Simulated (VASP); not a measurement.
Wanted: the native input for a VASP 6.6.1 run.

| Property | Result |
| --- | --- |
| Task | single point |
| Functional | HSE06 |
| Potentials or basis | VASP PAW PBE potentials, release 64 (Ga_d, N) |
| Cutoff | 520 eV |
| k mesh | 6 × 6 × 6 |
| Occupations | gaussian, width 0.01 eV |
| Spin | no spin polarisation |
| Dipole correction | no |
| Grid for exact exchange (PRECFOCK) | Normal |
| Further INCAR settings | ALGO = Normal; EDIFF = 1e-07; NBANDS = 16 |
| Share of exact exchange | 0.25 |
| Screening parameter | 0.2079 1/Å |

GaN:

```
Ga N
1.0
     0.00000    2.10852    2.10852
     2.10852    0.00000    2.10852
     2.10852    2.10852    0.00000
Ga N
1 1
Direct
  0.50000 0.50000 0.50000
  0.00000 0.00000 0.00000
```

The input as run:

POSCAR

```
GaN
1.0
    0.0000000000      2.1085153685      2.1085153685
    2.1085153685      0.0000000000      2.1085153685
    2.1085153685      2.1085153685      0.0000000000
Ga N
1 1
Direct
    0.5000000000      0.5000000000      0.5000000000
    0.0000000000      0.0000000000      0.0000000000
```

INCAR.step1

```
PREC     = Accurate       # precision mode
ENCUT    = 520            # plane-wave cutoff, eV
EDIFF    = 1E-5           # SCF threshold, eV
ISMEAR   = 0              # smearing method
SIGMA    = 0.01           # smearing width, eV
LREAL    = F              # projectors in reciprocal space
LASPH    = T              # aspherical terms in the spheres
NELM     = 80             # most SCF steps
ALGO     = Normal         # electronic algorithm
ISIF     = 2              # what is computed and relaxed
LWAVE    = T              # write WAVECAR
LCHARG   = F              # write CHGCAR
NBANDS   = 16             # bands
GGA      = PE             # functional
```

INCAR.step2

```
PREC     = Accurate       # precision mode
ENCUT    = 520            # plane-wave cutoff, eV
EDIFF    = 1E-7           # SCF threshold, eV
ISMEAR   = 0              # smearing method
SIGMA    = 0.01           # smearing width, eV
LREAL    = F              # projectors in reciprocal space
LASPH    = T              # aspherical terms in the spheres
NELM     = 80             # most SCF steps
ALGO     = Normal         # electronic algorithm
ISIF     = 2              # what is computed and relaxed
LWAVE    = F              # write WAVECAR
LCHARG   = F              # write CHGCAR
GGA      = PE             # functional
LHFCALC  = T              # exact exchange
HFSCREEN = 0.2079         # screening, 1/A
PRECFOCK = Normal       
NBANDS   = 16             # bands
ISTART   = 1
```

KPOINTS

```
regular mesh
0
Gamma
  6 6 6
```

Potentials or basis: VASP PAW PBE potentials, release 64 (Ga_d, N).

Run with:

```sh
$ cat potpaw_PBE.64/Ga_d/POTCAR potpaw_PBE.64/N/POTCAR > POTCAR
$ cp INCAR.step1 INCAR
$ mpirun -np 1 vasp_std > vasp.out
$ cp INCAR.step2 INCAR
$ mpirun -np 1 vasp_std > vasp.out
```

It gave:

| Item | Value |
| --- | --- |
| Pressure | -0.5 GPa |
| Band gap on the k mesh | 1.89 eV (least direct gap 4.16 eV) |

Caveat: the k points lie up to 0.43 Å⁻¹ apart; the PAW data sets were made with another functional, which shifts forces and pressure a little.

Run time: 24 min on 1 thread of AMD EPYC 7R13 Processor (Zen 3), on a shared host, peak memory 0.23 GiB.
